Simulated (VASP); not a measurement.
Here is a VASP 6.6.1 calculation.

File POSCAR:

```
CdO
1.0
    0.0000000000      2.3481500455      2.3481500455
    2.3481500455      0.0000000000      2.3481500455
    2.3481500455      2.3481500455      0.0000000000
Cd O
1 1
Direct
    0.0000000000      0.0000000000      0.0000000000
    0.5000000000      0.5000000000      0.5000000000
```

INCAR.step1

```
PREC = Accurate
ENCUT = 520
EDIFF = 1E-5
ISMEAR = 0
SIGMA = 0.05
LREAL = F
LASPH = T
NELM = 120
ALGO = Normal
ISIF = 2
LWAVE = T
NBANDS = 16
GGA = PE
GGA_COMPAT = F
```

The input INCAR.step2:

```
PREC = Accurate
ENCUT = 520
EDIFF = 1E-6
ISMEAR = 0
SIGMA = 0.05
LREAL = F
LASPH = T
NELM = 120
ALGO = Normal
ISIF = 2
LWAVE = F
LCHARG = T
GGA = PE
LHFCALC = T
AEXX = 0.2
HFSCREEN = 0.20787
PRECFOCK = Normal
LELF = T
LVHAR = T
NBANDS = 16
ISTART = 1
GGA_COMPAT = F
```

File KPOINTS:

```
regular mesh
0
Gamma
  6 6 6
```

Potentials or basis: VASP PAW PBE potentials, release 64 (Cd, O).

Launch:

```console
$ cat potpaw_PBE.64/Cd/POTCAR potpaw_PBE.64/O/POTCAR > POTCAR
$ cp INCAR.step1 INCAR
$ mpirun -np 1 vasp_std > vasp.out
$ cp INCAR.step2 INCAR
$ mpirun -np 1 vasp_std > vasp.out
```

**Question.** What does it give for the band gap on the k mesh?

**Answer.** 0.60 eV (least direct gap 1.96 eV).

**Question.** Estimate the pressure.

**Answer.** 3.5 GPa.

Caveat: the cell stands under pressure; the PAW data sets were made with another functional, which shifts forces and pressure a little. A k mesh can miss the band edges.
